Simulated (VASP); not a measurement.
Set up this calculation in VASP 6.6.1, as the native input.

```
Task                   : single point
Functional             : PBE
Potentials or basis    : VASP PAW PBE potentials, release 64 (Er_3, Al, F), 4f in core
Cutoff                 : 600 eV
k mesh                 : 6 × 6 × 4
Occupations            : gaussian, width 0.1 eV
Spin                   : no spin polarisation
Dipole correction      : no
Further INCAR settings : ALGO = Normal; EDIFF = 1e-06; NBANDS = 21
```

The structure of ErAlF2 lies in POSCAR:

```
ErAlF2
1.0
    3.4914876434      0.0000000000      0.0000000000
    0.0000000000      3.4914876434      0.0000000000
    0.0000000000      0.0000000000      7.0151955797
Er Al F
1 1 2
Direct
    0.0000000000      0.0000000000      0.0000000000
    0.5000000000      0.5000000000      0.5000000000
    0.0000000000      0.0000000000      0.2974944687
    0.0000000000      0.0000000000      0.7025055313
```

The cell was generated, and may not be a known phase.

These files were run (other wordings do the same):

INCAR

```
ALGO = Normal
EDIFF = 1E-6
ENCUT = 600
GGA = PE
GGA_COMPAT = F
ISIF = 2
ISMEAR = 0
LASPH = T
LCHARG = T
LELF = T
LMAXMIX = 6
LREAL = F
LVHAR = T
LWAVE = F
NBANDS = 21
NELM = 200
PREC = Accurate
SIGMA = 0.1
```

KPOINTS

```
k-points
0
Gamma
  6 6 4
```

Potentials or basis: VASP PAW PBE potentials, release 64 (Er_3, Al, F), 4f in core.

Launch:

```bash
$ cat potpaw_PBE.64/Er_3/POTCAR potpaw_PBE.64/Al/POTCAR potpaw_PBE.64/F/POTCAR > POTCAR
$ mpirun -np 1 vasp_std > vasp.out
```

It gave:

| Quantity | Value |
| --- | --- |
| Pressure | 0.6 GPa |
| Largest force | 0.233 eV/Å |
| Band gap on the k mesh | zero (bands 13 and 14 overlap by 0.06 eV) |

Caveat: spin-orbit coupling is left out, which moves the levels of the heavy elements; the 4f electrons are frozen in the core, so they carry no moment and show no levels; the run has no spin polarisation, though such a crystal can be magnetic.

Run time: 37 s on 1 thread of Intel(R) Xeon(R) 6975P-C (Granite Rapids), on a shared host, peak memory 0.24 GiB.
